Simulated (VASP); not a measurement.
# BaTiO3 (Pm-3m) in VASP: further runs, part 2 of 2

VASP 6.6.1. The steps go on from the part before.

### Step 4. Relaxation of cell and atoms, r2SCAN

POSCAR reads:

```
BaTiO3
1.0
    4.0720311100      0.0000000000      0.0000000000
    0.0000000000      4.0720311100      0.0000000000
    0.0000000000      0.0000000000      4.0720311100
Ba O Ti
1 3 1
Direct
    0.0000000000      0.0000000000      0.0000000000
    0.5000000000      0.5000000000      0.0000000000
    0.0000000000      0.5000000000      0.5000000000
    0.5000000000      0.0000000000      0.5000000000
    0.5000000000      0.5000000000      0.5000000000
```

INCAR.step1 reads:

```
ALGO = Normal
EDIFF = 1E-4
ENCUT = 600
GGA = PE
ISMEAR = -1
LASPH = T
LCHARG = F
LREAL = F
LWAVE = T
NELM = 60
PREC = Accurate
SIGMA = 0.1
```

INCAR.step2 reads:

```
ALGO = Normal
EDIFF = 1E-6
EDIFFG = -0.03
ENCUT = 600
IBRION = 2
ISIF = 3
ISMEAR = -1
ISTART = 1
LASPH = T
LCHARG = F
LMIXTAU = T
LREAL = F
LWAVE = F
METAGGA = R2SCAN
NELM = 60
NSW = 60
PREC = Accurate
SIGMA = 0.1
```

KPOINTS reads:

```
k-points
0
Gamma
  6 6 6
```

Potentials or basis: VASP PAW PBE potentials, release 64 (Ba_sv, O, Ti_sv).

Run with:

```bash
$ cat potpaw_PBE.64/Ba_sv/POTCAR potpaw_PBE.64/O/POTCAR potpaw_PBE.64/Ti_sv/POTCAR > POTCAR
$ cp INCAR.step1 INCAR
$ mpirun -np 1 vasp_std > vasp.out
$ cp INCAR.step2 INCAR
$ mpirun -np 1 vasp_std > vasp.out
```

OUTCAR:

```text
EDIFF = 1E-6
   EDIFFG = -0.03
   ENCUT = 600
   IBRION = 2
   ISIF = 3
   ISMEAR = -1
   ISTART = 1
   LASPH = T
   LREAL = F
   METAGGA = R2SCAN
   NELM = 60
   NSW = 60
   PREC = Accurate

 ion  position               nearest neighbor table
   1  0.000  0.000  0.000-   2 2.88   3 2.88   4 2.88   3 2.88   4 2.88   2 2.88   3 2.88   3 2.88
                             2 2.88   4 2.88   4 2.88   2 2.88   5 3.53   5 3.53   5 3.53   5 3.53
   2  0.500  0.500  0.000-   5 2.04   5 2.04   1 2.88   1 2.88   1 2.88   1 2.88
   3  0.000  0.500  0.500-   5 2.04   5 2.04   1 2.88   1 2.88   1 2.88   1 2.88
   4  0.500  0.000  0.500-   5 2.04   5 2.04   1 2.88   1 2.88   1 2.88   1 2.88
   5  0.500  0.500  0.500-   2 2.04   3 2.04   4 2.04   2 2.04   4 2.04   3 2.04   1 3.53   1 3.53
                             1 3.53   1 3.53   1 3.53   1 3.53   1 3.53   1 3.53

  LATTYP: Found a simple cubic cell.
 ALAT       =     4.0720311100

[... 189 lines left out ...]
  -------------------------------------------------------------------------------------
  Total       -3.2272716     -3.2272716     -3.2272716     -0.0000000      0.0000000     -0.0000000
  in kB      -76.5795559    -76.5795559    -76.5795559     -0.0000000      0.0000000     -0.0000000
  external PRESSURE =     -76.5795559 kB  Pullay stress =       0.0000000 kB
[... 65 lines left out ...]
--------------------------------------- Ionic step        3  -------------------------------------------

 number of electron      39.9999997 magnetization

 Free energy of the ion-electron system (eV)
  ---------------------------------------------------
  ext. energy  EPLUGINS =         0.00000000
  ---------------------------------------------------
  free energy    TOTEN  =       -74.24978233 eV

  energy without entropy =      -74.24977423  energy(sigma->0) =      -74.24977828

 E-fermi :   4.5964     XC(G=0): -11.8966

 val. band max:        3.5000796069   @ k =   0.5000   0.5000   0.5000
 cond. band min:       5.6252801172   @ k =   0.0000   0.0000   0.0000
 fundamental gap:      2.1252005103
 Fermi energy:         4.5964304452

 k-point     1 :       0.0000    0.0000    0.0000
  band No.  band energies     occupation
      1     -55.4006      2.00000
      2     -30.5562      2.00000
      3     -30.5562      2.00000
      4     -30.5562      2.00000
      5     -21.9780      2.00000
      6     -14.3525      2.00000
[... 561 lines left out ...]
  FREE ENERGIE OF THE ION-ELECTRON SYSTEM (eV)
  ---------------------------------------------------
  free  energy   TOTEN  =       -74.2497823319 eV

  energy  without entropy=      -74.2497742265  energy(sigma->0) =      -74.24977828

 reached required accuracy - stopping structural energy minimisation
```

OUTCAR.step1:

```text
EDIFF = 1E-4
   ENCUT = 600
   GGA = PE
   ISMEAR = -1
   LASPH = T
[... 766 lines left out ...]
      2.03602      2.03602      0.00000         0.000000      0.000000      0.000000
      0.00000      2.03602      2.03602         0.000000      0.000000      0.000000
      2.03602      0.00000      2.03602         0.000000      0.000000      0.000000
      2.03602      2.03602      2.03602         0.000000      0.000000      0.000000
 -----------------------------------------------------------------------------------
    total drift:                                0.000000      0.000000      0.000000

  FREE ENERGIE OF THE ION-ELECTRON SYSTEM (eV)
  ---------------------------------------------------
  free  energy   TOTEN  =       -39.9671263536 eV

  energy  without entropy=      -39.9670473480  energy(sigma->0) =      -39.96708685
```

OSZICAR.step1:

```text
N       E                     dE             d eps       ncg     rms          rms(c)
DAV:   1     0.495400828903E+03    0.49540E+03   -0.23187E+04   960   0.200E+03
DAV:   2     0.101524994499E+02   -0.48525E+03   -0.47869E+03  1168   0.526E+02
DAV:   3    -0.487790809738E+02   -0.58932E+02   -0.57524E+02  1440   0.159E+02
DAV:   4    -0.511172608490E+02   -0.23382E+01   -0.23367E+01  1328   0.309E+01
DAV:   5    -0.512064602557E+02   -0.89199E-01   -0.89194E-01  1384   0.440E+00    0.219E+01
DAV:   6    -0.402933981447E+02    0.10913E+02   -0.78431E+01  1456   0.744E+01    0.103E+01
DAV:   7    -0.402102802370E+02    0.83118E-01   -0.14003E+01  1248   0.269E+01    0.601E+00
DAV:   8    -0.399678730056E+02    0.24241E+00   -0.89463E-01  1248   0.871E+00    0.306E+00
DAV:   9    -0.399964008561E+02   -0.28528E-01   -0.51249E-01  1296   0.594E+00    0.167E+00
DAV:  10    -0.399711561791E+02    0.25245E-01   -0.25895E-01  1232   0.486E+00    0.550E-01
DAV:  11    -0.399672006429E+02    0.39555E-02   -0.28851E-02  1160   0.110E+00    0.156E-01
DAV:  12    -0.399678004286E+02   -0.59979E-03   -0.65331E-03  1224   0.693E-01    0.200E-01
DAV:  13    -0.399671177837E+02    0.68264E-03   -0.29688E-03  1176   0.507E-01    0.135E-02
DAV:  14    -0.399671263536E+02   -0.85699E-05   -0.70446E-05   704   0.704E-02
   1 F= -.39967126E+02 E0= -.39967087E+02  d E =-.790056E-04
```

Run time: 5.3 min. Hardware: 1 thread of Intel Xeon Platinum 8259CL at 2.50GHz (Skylake/Cascade Lake), shared host; peak memory 0.25 GiB.

Results:

| Item | Value |
| --- | --- |
| Free energy | -74.2498 eV |
| Relaxed volume | 12.87 Å³/atom |
| Relaxed cell | a = 4.008 Å, b = 4.008 Å, c = 4.008 Å, α = 90.00°, β = 90.00°, γ = 90.00° |
| Space group after relaxing (to 0.1 Å) | Pm-3m (No. 221) |
| Energy gained by relaxing | 16.0 meV/atom |
| Ionic steps | 3 |
| Pressure after relaxing | -0.1 GPa |
| Band gap on the k mesh | 2.13 eV (least direct gap 2.29 eV) |

Step by step:
```csv
step,energy change (eV),largest force (eV/Å),pressure (GPa),volume (Å³)
1,0.0000,0.0000,-7.66,67.52
2,0.0021,0.0000,9.34,61.41
3,-0.0800,0.0000,-0.06,64.37
```

Final structure:
```
Ba O Ti
1.0
     4.00763    0.00000    0.00000
     0.00000    4.00763    0.00000
     0.00000    0.00000    4.00763
Ba O Ti
1 3 1
Direct
  0.00000 0.00000 0.00000
  0.50000 0.50000 0.00000
  0.00000 0.50000 0.50000
  0.50000 0.00000 0.50000
  0.50000 0.50000 0.50000
```

Caveat: the PAW data sets were made with another functional, which shifts forces and pressure a little; spin-orbit coupling is left out, which moves the levels of the heavy elements. A k mesh can miss the band edges.

### Step 5. Overview

| task | potentials or basis | cell | cutoff (eV) | gap on the mesh (eV) | pressure (GPa) |
| --- | --- | --- | --- | --- | --- |
| single point | VASP PAW PBE potentials, release 64 (Ba_sv, O_h, Ti_sv) | a = 4.072 Å, 5 atoms | 910 | 2.02 | -7.8 |
| single point | VASP PAW PBE potentials, release 64 (Ba_sv, O, Ti_sv) | a = 3.994 Å, 5 atoms | 520 | 2.15 | 2.0 |
| relaxation of cell and atoms | VASP PAW PBE potentials, release 64 (Ba_sv, O, Ti_sv) | relaxed from a = 4.072 Å, 5 atoms | 600 | 2.13 | -0.1 |

Alike in all rows: level r2SCAN; no spin polarisation; k mesh 6 × 6 × 6; smearing fermi-dirac 0.1 eV.

Caveats: the PAW data sets were made with another functional, which shifts forces and pressure a little; spin-orbit coupling is left out, which moves the levels of the heavy elements; the cutoff is under 1.25 times the usual one of these potentials, so pressure, stress and relaxed cells hold a basis-set (Pulay) error (at least some runs); the cell stands under tension (at least some runs).

Total energies depend on the potentials used, so only differences within one code and one set of settings carry meaning.
